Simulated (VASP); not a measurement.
Set up this calculation in VASP 6.6.1, as the native input.

| Item | Value |
| --- | --- |
| Task | single point |
| Functional | PBE |
| Potentials or basis | VASP PAW PBE potentials, release 64 (S, C) |
| Cutoff | 520 eV |
| k mesh | 5 × 5 × 3 |
| Occupations | fermi-dirac, width 0.05 eV |
| Spin | no spin polarisation |
| Dipole correction | no |
| Further INCAR settings | ALGO = Normal; EDIFF = 1e-06; NBANDS = 25 |

The structure of CS2 lies in POSCAR:

```
CS2
1.0
    3.7187037600     -3.0542002800      0.0000000000
    3.7187037600      3.0542002800      0.0000000000
    0.0000000000      0.0000000000      9.8512570000
S C
4 2
Direct
    0.1815210000      0.8184790000      0.8868670000
    0.3184790000      0.6815210000      0.3868670000
    0.6815210000      0.3184790000      0.6131330000
    0.8184790000      0.1815210000      0.1131330000
    0.5000000000      0.5000000000      0.5000000000
    0.0000000000      0.0000000000      0.0000000000
```

These files were run (other wordings do the same):

INCAR

```
ALGO = Normal
EDIFF = 1E-6
ENCUT = 520
GGA = PE
ISIF = 2
ISMEAR = -1
LASPH = True
LCHARG = False
LREAL = False
LWAVE = False
NBANDS = 25
NELM = 80
PREC = Accurate
SIGMA = 0.05
```

KPOINTS

```
k-points
0
Gamma
  5 5 3
```

Potentials or basis: VASP PAW PBE potentials, release 64 (S, C).

The run is started by

```sh
$ cat potpaw_PBE.64/S/POTCAR potpaw_PBE.64/C/POTCAR > POTCAR
$ mpirun -np 1 vasp_std > vasp.out
```

It gave:

| Quantity | Value |
| --- | --- |
| Pressure | -1.1 GPa |
| Largest force | 0.741 eV/Å |
| Band gap on the k mesh | 3.43 eV |

Caveat: this functional lacks dispersion, which holds the molecules together, so the pressure and a relaxed volume are unreliable.

Wall time 77 s on 1 thread of Intel(R) Xeon(R) Platinum 8559C (Emerald Rapids), on a shared host, peak memory 0.32 GiB.
